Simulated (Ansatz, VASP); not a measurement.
# Two plane-wave programs on Tl

File INCAR:

```
SYSTEM = Tl
PREC     = Accurate       ! precision mode
ENCUT    = 520            ! plane-wave cutoff, eV
EDIFF    = 1E-6           ! SCF threshold, eV
ISMEAR   = -1             ! smearing method
SIGMA    = 0.1            ! smearing width, eV
LREAL    = .FALSE.        ! projectors in reciprocal space
LASPH    = .TRUE.         ! aspherical terms in the spheres
NELM     = 60             ! most SCF steps
ALGO     = Normal         ! electronic algorithm
ISIF     = 2              ! what is computed and relaxed
LWAVE    = .FALSE.        ! write WAVECAR
LCHARG   = .FALSE.        ! write CHGCAR
GGA      = PE             ! functional
NBANDS   = 20             ! bands
```

File KPOINTS:

```
regular mesh
0
G
  13 13 13
  0 0 0
```

Contents of POSCAR:

```
Tl
1.0
    0.0000000000      3.7032944796      3.7032944796
    3.7032944796      0.0000000000      3.7032944796
    3.7032944796      3.7032944796      0.0000000000
Tl
2
Direct
    0.1250000000      0.1250000000      0.1250000000
    0.8750000000      0.8750000000      0.8750000000
```

Input for Ansatz:

```yaml
crystal:
  lattice:
    - [0.0, 3.7032944796, 3.7032944796]
    - [3.7032944796, 0.0, 3.7032944796]
    - [3.7032944796, 3.7032944796, 0.0]
  atoms:
    - { symbol: Tl, position: [0.125, 0.125, 0.125] }
    - { symbol: Tl, position: [0.875, 0.875, 0.875] }
hamiltonian:
  xc: pbe
  pseudopotentials:
    kind: paw
    azcp:
      Tl: "pseudopotentials/Tl.paw.azcp"
basis:
  ecutwfc: 420
  fft_grid_basis: typed
kpoints:
  mp_grid: { grid: [13, 13, 13], shift: [0, 0, 0] }
magnetization:
  spin_polarized: false
scf:
  occupations: { method: fermi_dirac, width: 0.1 }
output:
  stress: true
```

Alike in both runs: task single point; functional PBE; k mesh 13 × 13 × 13; occupations fermi-dirac, width 0.1 eV; no spin polarisation.

|  | VASP | Ansatz |
| --- | --- | --- |
| version | VASP 6.6.1 | Ansatz 0.2.0 |
| potentials or method | VASP PAW PBE potentials, release 64 (Tl_d), cutoff 520 eV | plane waves (420 eV) with PAW, scalar-relativistic |
| valence electrons in the cell | 26 | 26 |

```tsv
	VASP	Ansatz	Ansatz less VASP
pressure (GPa)	-1.2	-1.2	+0.04
```

Spin-orbit coupling is off throughout.
